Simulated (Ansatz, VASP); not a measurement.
Na2S: VASP beside Ansatz

```
CELL_PARAMETERS angstrom
0.00000 3.17676 3.17676
3.17676 0.00000 3.17676
3.17676 3.17676 0.00000
ATOMIC_POSITIONS crystal
Na 0.25000 0.25000 0.25000
Na 0.75000 0.75000 0.75000
S 0.00000 0.00000 0.00000
```

Alike in both runs: task single point; functional PBE; dispersion D3(BJ); k mesh 6 × 6 × 6; occupations gaussian, width 0.05 eV; no spin polarisation.

|  | VASP | Ansatz |
| --- | --- | --- |
| version | VASP 6.6.1 | Ansatz 0.2.0 |
| potentials or method | VASP PAW PBE potentials, release 64 (Na_pv, S), cutoff 500 eV | scalar-relativistic, plane waves, PAW |
| valence electrons in the cell | 20 | 24 |

|  | VASP | Ansatz | Ansatz less VASP |
| --- | --- | --- | --- |
| gap on the k mesh at the Fermi level (eV) | 2.79 | 2.79 | +0.003 |
| least direct gap on the mesh (eV) | 2.79 | 2.79 | +0.003 |
| pressure (GPa) | 1.4 | 1.4 | -0.02 |

VASP's potentials hold 20 valence electrons a cell and Ansatz's 24, so a difference there can come from the potentials and not from the codes.
